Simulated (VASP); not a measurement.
Write the native input for VASP 6.6.1 that does the following.

- Task: single point
- Functional: PBEsol
- Potentials or basis: VASP PAW PBE potentials, release 64 (Sn_d)
- Cutoff: 520 eV
- k mesh: 12 × 12 × 12
- Occupations: gaussian, width 0.15 eV
- Spin: no spin polarisation
- Dipole correction: no
- Further INCAR settings: ALGO = Fast; EDIFF = 1e-06; NBANDS = 21

The structure of Sn lies in POSCAR:

```
Sn
1.0
    0.0000000000      3.2456000000      2.7587600000
    3.2456000000      0.0000000000      2.7587600000
    3.2456000000      3.2456000000      0.0000000000
Sn
2
Direct
    0.5000000000      0.5000000000      0.5000000000
    0.7500000000      0.7500000000      0.7500000000
```

This cell differs from its parent crystal: strain -0.1500 x Voigt [0, 0, 1, 0, 0, 0].

One way to write it, as run:

INCAR

```
SYSTEM = Sn
  ALGO = Fast
  EDIFF = 1E-6
  ENCUT = 520
  GGA = PS
  ISIF = 2
  ISMEAR = 0
  LASPH = .TRUE.
  LCHARG = .FALSE.
  LREAL = .FALSE.
  LWAVE = .FALSE.
  NBANDS = 21
  NELM = 60
  PREC = Accurate
  SIGMA = 0.15
```

KPOINTS

```
k-points
0
G
  12 12 12
  0 0 0
```

Potentials or basis: VASP PAW PBE potentials, release 64 (Sn_d).

Run with:

```console
$ cat potpaw_PBE.64/Sn_d/POTCAR > POTCAR
$ mpirun -np 1 vasp_std > vasp.out
```

It gave:

```yaml
Pressure: 10.9 GPa
Band_gap_on_the_k_mesh: zero (bands 14 and 15 overlap by 0.83 eV)
```

Caveat: the cell differs from its parent crystal (strain -0.1500 x Voigt [0, 0, 1, 0, 0, 0]); the cell stands under pressure; the PAW data sets were made with another functional, which shifts forces and pressure a little; spin-orbit coupling is left out, which moves the levels of the heavy elements.

Wall time 5.4 min on 1 thread of Intel Xeon 8259CL (shared host), peak memory 0.29 GiB.
